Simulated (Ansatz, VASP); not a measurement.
# MgO in VASP and in Ansatz

Contents of INCAR:

```
PREC     = Accurate       # precision mode
ENCUT    = 520            # plane-wave cutoff, eV
EDIFF    = 1E-7           # SCF threshold, eV
ISMEAR   = 1              # smearing method
SIGMA    = 0.2            # smearing width, eV
LREAL    = False          # projectors in reciprocal space
LASPH    = True           # aspherical terms in the spheres
NELM     = 80             # most SCF steps
ALGO     = Normal         # electronic algorithm
ISIF     = 2              # what is computed and relaxed
LWAVE    = False          # write WAVECAR
LCHARG   = False          # write CHGCAR
GGA      = PS             # functional
NBANDS   = 11             # bands
```

Contents of KPOINTS:

```
Automatic mesh
0
Gamma
  8 8 8
```

Contents of POSCAR:

```
MgO
1.0
    0.0000000000      2.1021674168      2.1021674168
    2.1021674168      0.0000000000      2.1021674168
    2.1021674168      2.1021674168      0.0000000000
Mg O
1 1
Direct
    0.0000000000      0.0000000000      0.0000000000
    0.5000000000      0.5000000000      0.5000000000
```

Input for Ansatz:

```yaml
crystal:
  lattice:
    - [0.0, 2.1021674168, 2.1021674168]
    - [2.1021674168, 0.0, 2.1021674168]
    - [2.1021674168, 2.1021674168, 0.0]
  atoms:
    - { symbol: Mg, position: [0.0, 0.0, 0.0] }
    - { symbol: O, position: [0.5, 0.5, 0.5] }
kpoints:
  mp_grid: { grid: [8, 8, 8] }
hamiltonian:
  xc: pbesol
scf:
  occupations: { method: cold, width: 0.2 }
  n_extra_bands: 4
output:
  forces: true
  stress: true
  eigenvalues: true
```

Alike in both runs: task single point; functional PBEsol; k mesh 8 × 8 × 8; no spin polarisation.

```csv
,VASP,Ansatz
version,VASP 6.6.1,Ansatz 0.2.0
potentials or method,"VASP PAW PBE potentials, release 64 (Mg, O)",plane waves
plane-wave cutoff (eV),520,420
occupations,"methfessel-paxton of order 1, width 0.2 eV","cold, width 0.2 eV"
valence electrons in the cell,8,16
```

```tsv
	VASP	Ansatz	Ansatz less VASP
gap on the k mesh at the Fermi level (eV)	4.69	4.69	-0.001
pressure (GPa)	0.6	1.1	+0.50
```

VASP's potentials were made for PBE, not for PBEsol. VASP's potentials hold 8 valence electrons a cell and Ansatz's 16, so a difference there can come from the potentials and not from the codes.
